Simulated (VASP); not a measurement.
Set up this calculation in VASP 6.6.1, as the native input.

```
Task                   : single point
Functional             : PBE
Potentials or basis    : VASP PAW PBE potentials, release 64 (Mg, O)
Cutoff                 : 600 eV
k mesh                 : 6 × 6 × 6
Occupations            : gaussian, width 0.02 eV
Spin                   : no spin polarisation
Dipole correction      : no
Further INCAR settings : ALGO = Normal; EDIFF = 1e-06; NBANDS = 11
```

The structure of MgO (series) lies in POSCAR:

```
MgO
1.0
    0.0000000000      2.1085000000      2.1085000000
    2.1085000000      0.0000000000      2.1085000000
    2.1085000000      2.1085000000      0.0000000000
Mg O
1 1
Direct
    0.0000000000      0.0000000000      0.0000000000
    0.5000000000      0.5000000000      0.5000000000
```

One way to write it, as run:

INCAR

```
SYSTEM = MgO
PREC = Accurate
ENCUT = 600
EDIFF = 1E-6
ISMEAR = 0
SIGMA = 0.02
LREAL = .FALSE.
LASPH = .TRUE.
NELM = 120
ALGO = Normal
ISIF = 2
LWAVE = .FALSE.
LCHARG = .FALSE.
GGA = PE
NBANDS = 11
GGA_COMPAT = .FALSE.
```

KPOINTS

```
regular mesh
0
G
  6 6 6
  0 0 0
```

Potentials or basis: VASP PAW PBE potentials, release 64 (Mg, O).

Run with:

```sh
$ cat potpaw_PBE.64/Mg/POTCAR potpaw_PBE.64/O/POTCAR > POTCAR
$ mpirun -np 1 vasp_std > vasp.out
```

Results of the run:

```
Pressure               : 3.1 GPa
Band gap on the k mesh : 4.69 eV, direct
```

Caveat: the k points lie up to 0.43 Å⁻¹ apart.

It took 6.3 s on 1 thread of Intel Xeon 8259CL (shared host), peak memory 0.14 GiB.
